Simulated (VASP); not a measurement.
# Hf3BiPt (Pm-3m) in VASP: a series of runs, part 2 of 2

VASP 6.6.1. The steps go on from the part before.

## 3. Single point, PBE

This run uses another cell than the first one, of 26.61 Å³/atom, 1.341 times its volume.

Input file INCAR:

```
ALGO = Fast ; EDIFF = 1E-6
ENCUT = 520 ; GGA = PE
ISIF = 2 ; ISMEAR = 0
LASPH = T ; LCHARG = F
LREAL = F ; LWAVE = F
NBANDS = 36 ; NELM = 100
PREC = Accurate ; SIGMA = 0.1
```

Input file KPOINTS:

```
k-points
0
Gamma
  8 8 8
```

Input file POSCAR:

```
Hf3BiPt
1.0
    5.1052668894      0.0000000000      0.0000000000
    0.0000000000      5.1052668894      0.0000000000
    0.0000000000      0.0000000000      5.1052668894
Hf Bi Pt
3 1 1
Direct
    0.0000000000      0.5000000000      0.5000000000
    0.5000000000      0.0000000000      0.5000000000
    0.5000000000      0.5000000000      0.0000000000
    0.0000000000      0.0000000000      0.0000000000
    0.5000000000      0.5000000000      0.5000000000
```

Potentials or basis: VASP PAW PBE potentials, release 64 (Hf_pv, Bi_d, Pt).

Launch:

```console
$ cat potpaw_PBE.64/Hf_pv/POTCAR potpaw_PBE.64/Bi_d/POTCAR potpaw_PBE.64/Pt/POTCAR > POTCAR
$ mpirun -np 1 vasp_std > vasp.out
```

OUTCAR:

```text
EDIFF = 1E-6
   ENCUT = 520
   GGA = PE
   ISIF = 2
   ISMEAR = 0
   LASPH = T
   LREAL = F
   NELM = 100
   PREC = Accurate

 ion  position               nearest neighbor table
   1  0.000  0.500  0.500-   5 2.55   5 2.55   4 3.61   2 3.61   3 3.61   4 3.61   2 3.61   4 3.61
                             4 3.61   2 3.61   3 3.61   3 3.61   3 3.61   2 3.61
   2  0.500  0.000  0.500-   5 2.55   5 2.55   4 3.61   1 3.61   3 3.61   4 3.61   1 3.61   3 3.61
                             3 3.61   3 3.61   1 3.61   4 3.61   4 3.61   1 3.61
   3  0.500  0.500  0.000-   5 2.55   5 2.55   4 3.61   1 3.61   1 3.61   2 3.61   2 3.61   2 3.61
                             4 3.61   2 3.61   1 3.61   4 3.61   1 3.61   4 3.61
   4  0.000  0.000  0.000-   1 3.61   2 3.61   3 3.61   1 3.61   2 3.61   1 3.61   3 3.61   1 3.61
                             2 3.61   3 3.61   2 3.61   3 3.61
   5  0.500  0.500  0.500-   1 2.55   2 2.55   3 2.55   3 2.55   2 2.55   1 2.55

  LATTYP: Found a simple cubic cell.
 ALAT       =     5.1052668894

  Lattice vectors:

 A1 = (   5.1052668894,   0.0000000000,   0.0000000000)
 A2 = (   0.0000000000,   5.1052668894,   0.0000000000)
 A3 = (   0.0000000000,   0.0000000000,   5.1052668894)

Analysis of symmetry for initial positions (statically):
=====================================================================
 Subroutine PRICEL returns:
 Original cell was already a primitive cell.

 Routine SETGRP: Setting up the symmetry group for a
 simple cubic supercell.

 Subroutine GETGRP returns: Found 48 space group operations
 (whereof 48 operations were pure point group operations)
 out of a pool of 48 trial point group operations.

The static configuration has the point symmetry O_h .

Analysis of symmetry for dynamics (positions and initial velocities):
=====================================================================
 Subroutine PRICEL returns:
 Original cell was already a primitive cell.

 Routine SETGRP: Setting up the symmetry group for a
 simple cubic supercell.

 Subroutine GETGRP returns: Found 48 space group operations
 (whereof 48 operations were pure point group operations)
 out of a pool of 48 trial point group operations.

The dynamic configuration has the point symmetry O_h .

 Subroutine INISYM returns: Found 48 space group operations
 (whereof 48 operations are pure point group operations),
 and found     1 'primitive' translations

----------------------------------------------------------------------------------------

                                     Primitive cell

  volume of cell :     133.0624

  direct lattice vectors                    reciprocal lattice vectors
     5.105266889  0.000000000  0.000000000     0.195876145  0.000000000  0.000000000
     0.000000000  5.105266889  0.000000000     0.000000000  0.195876145  0.000000000
     0.000000000  0.000000000  5.105266889     0.000000000  0.000000000  0.195876145

  length of vectors
     5.105266889  5.105266889  5.105266889     0.195876145  0.195876145  0.195876145

  position of ions in fractional coordinates (direct lattice)
     0.000000000  0.500000000  0.500000000
     0.500000000  0.000000000  0.500000000
     0.500000000  0.500000000  0.000000000
     0.000000000  0.000000000  0.000000000
     0.500000000  0.500000000  0.500000000

  ion indices of the primitive-cell ions
   primitive index   ion index
                 1           1
                 2           2
[... 29 lines left out ...]

 Following reciprocal coordinates:
            Coordinates               Weight
  0.000000  0.000000  0.000000      1.000000
  0.125000  0.000000  0.000000      6.000000
  0.250000  0.000000  0.000000      6.000000
  0.375000  0.000000  0.000000      6.000000
  0.500000  0.000000  0.000000      3.000000
  0.125000  0.125000  0.000000     12.000000
[... 16 lines left out ...]
  0.375000  0.375000  0.125000     24.000000
  0.500000  0.375000  0.125000     24.000000
 [... further k-points ...]
   k-points           NKPTS =     35   k-points in BZ     NKDIM =     35   number of bands    NBANDS=     36
   number of dos      NEDOS =    301   number of ions     NIONS =      5
   total plane-waves  NPLWV =  64000
   dimension x,y,z NGX =    40 NGY =   40 NGZ =   40
   dimension x,y,z NGXF=    80 NGYF=   80 NGZF=   80
   ions per type =               3   1   1
   NGX,Y,Z   is equivalent  to a cutoff of  13.03, 13.03, 13.03 a.u.
   NGXF,Y,Z  is equivalent  to a cutoff of  26.05, 26.05, 26.05 a.u.
 SYSTEM =  unknown system
   PREC   = accura    normal or accurate (medium, high low for compatibility)
   ISTART =      0    job   : 0-new  1-cont  2-samecut
   ICHARG =      2    charge: 1-file 2-atom 10-const
   ISPIN  =      1    spin polarized calculation?
   LNONCOLLINEAR =      F non collinear calculations
   LSORBIT =      F    spin-orbit coupling
   LASPH  =      T    aspherical Exc in radial PAW
   ENCUT  =  520.0 eV  38.22 Ry    6.18 a.u.   9.49  9.49  9.49*2*pi/ulx,y,z
   NELM   =    100;   NELMIN=  2; NELMDL= -5     # of ELM steps
   EDIFF  = 0.1E-05   stopping-criterion for ELM
   LREAL  =      F    real-space projection
   EDIFFG = 0.1E-04   stopping-criterion for IOM
   NSW    =      0    number of steps for IOM
   IBRION =     -1    ionic relax: 0-MD 1-quasi-New 2-CG
   NFREE  =      0    steps in history (QN), initial steepest desc. (CG)
   ISIF   =      2    stress and relaxation
   ISYM   =      2    0-nonsym 1-usesym 2-fastsym
   POTIM  = 0.5000    time-step for ionic-motion
   TEBEG  =    0.0;   TEEND  =   0.0 temperature during run
   PSTRESS=    0.0 pullay stress
   NELECT =      55.0000    total number of electrons
   NUPDOWN=      -1.0000    fix difference up-down
   EMIN   =  10.00;   EMAX   =-10.00  energy-range for DOS
   EFERMI =   0.00;   METHOD = LEGACY
   ISMEAR =     0;   SIGMA  =   0.10  broadening in eV -4-tet -1-fermi 0-gaus
   EFERMI_NEDOS =   21; number of points for ismear=-14 and -15
   IALGO  =     68    algorithm
   IMIX   =      4    mixing-type and parameters
     AMIX     =   0.40;   BMIX     =  1.00
     AMIX_MAG =   1.60;   BMIX_MAG =  1.00
  volume/ion in A,a.u.               =      26.61       179.59
  Fermi-wavevector in a.u.,A,eV,Ry     =   1.219487  2.304497 20.233894  1.487149
  Thomas-Fermi vector in A             =   2.354738
   LORBIT       =      0    0 simple, 1 ext, 2 COOP (PROOUT), +10 PAW based schemes
   GGA     = PE    functional components
   LHFCALC =     F    Hartree Fock is set to
   AEXX    =    0.0000 exact exchange contribution
   IVDW    =     0    specifies the selected vdW correction
   LEPSILON=     F    determine dielectric tensor
   LRPA    =     F    only Hartree local field effects (RPA)
 non-spin polarized calculation
 RMM-DIIS sequential band-by-band and
 Gauss-broadening in eV      SIGMA  =   0.10
  energy-cutoff  :      520.00
  volume of cell :      133.06
 maximum number of plane-waves:      3695
 NGX is ok and might be reduce to    40
   NGX = 19   NGY = 19   NGZ = 19

 number of electron      55.0000005 magnetization

 Free energy of the ion-electron system (eV)
  ---------------------------------------------------
  ext. energy  EPLUGINS =         0.00000000
  ---------------------------------------------------
  free energy    TOTEN  =       -39.76931195 eV

  energy without entropy =      -39.74651378  energy(sigma->0) =      -39.75791286

 E-fermi :   5.6344     XC(G=0): -10.4629

 val. band max:        5.5983627429   @ k =   0.3750   0.2500   0.1250
 cond. band min:       5.6444485564   @ k =   0.2500   0.1250   0.1250
 fundamental gap:      0.0460858135
 Fermi energy:         5.6344126325

 k-point     1 :       0.0000    0.0000    0.0000
  band No.  band energies     occupation
      1     -26.2556      2.00000
      2     -26.2556      2.00000
      3     -26.2556      2.00000
      4     -26.2106      2.00000
      5     -26.2106      2.00000
      6     -26.2106      2.00000
[... 925 lines left out ...]
     35       7.4367      0.00000
     36       7.7605      0.00000

 [... further k-points ...]
[... 5 lines left out ...]
  --------------------------------------------------------------------------------------
  -------------------------------------------------------------------------------------
  Total       -0.6377100     -0.6377100     -0.6377100     -0.0000000      0.0000000     -0.0000000
  in kB       -7.6785366     -7.6785366     -7.6785366     -0.0000000      0.0000000     -0.0000000
  external PRESSURE =      -7.6785366 kB  Pullay stress =       0.0000000 kB

 VOLUME and BASIS-vectors are now :
 -----------------------------------------------------------------------------
  energy-cutoff  :      520.00
  volume of cell :      133.06
      direct lattice vectors                 reciprocal lattice vectors
     5.105266889  0.000000000  0.000000000     0.195876145  0.000000000  0.000000000
     0.000000000  5.105266889  0.000000000     0.000000000  0.195876145  0.000000000
     0.000000000  0.000000000  5.105266889     0.000000000  0.000000000  0.195876145

 POSITION                                       TOTAL-FORCE (eV/Angst)
 -----------------------------------------------------------------------------------
      0.00000      2.55263      2.55263         0.000000      0.000000      0.000000
      2.55263      0.00000      2.55263         0.000000      0.000000      0.000000
      2.55263      2.55263      0.00000         0.000000      0.000000      0.000000
      0.00000      0.00000      0.00000         0.000000      0.000000      0.000000
      2.55263      2.55263      2.55263         0.000000      0.000000      0.000000
 -----------------------------------------------------------------------------------
    total drift:                               -0.000000     -0.000000     -0.000000

  FREE ENERGIE OF THE ION-ELECTRON SYSTEM (eV)
  ---------------------------------------------------
  free  energy   TOTEN  =       -39.7693119515 eV

  energy  without entropy=      -39.7465137753  energy(sigma->0) =      -39.75791286
```

Run time: 2.8 min. Hardware: 1 thread of Intel Xeon Platinum 8375C at 2.90GHz (Ice Lake), shared host; peak memory 0.34 GiB.

What came out:

```
Free energy : -39.7693 eV
Pressure    : -0.8 GPa
```

Levels at points of the mesh, in eV from the Fermi level:
| k point | band 25 | band 26 | band 27 | band 28 | band 29 | band 30 |
| --- | --- | --- | --- | --- | --- | --- |
| (0.00, 0.00, 0.00) | -1.74 | -1.74 | -1.11 | 0.71 | 0.71 | 0.71 |
| (0.50, 0.00, 0.00) | -1.81 | -0.78 | -0.78 | -0.57 | 0.44 | 0.57 |
| (0.50, 0.50, 0.00) | -1.40 | -1.25 | -1.25 | 0.27 | 0.61 | 0.61 |
| (0.50, 0.50, 0.50) | -2.33 | -2.33 | -2.33 | 0.18 | 0.18 | 0.18 |

Caveat: spin-orbit coupling is left out, which moves the levels of the heavy elements.
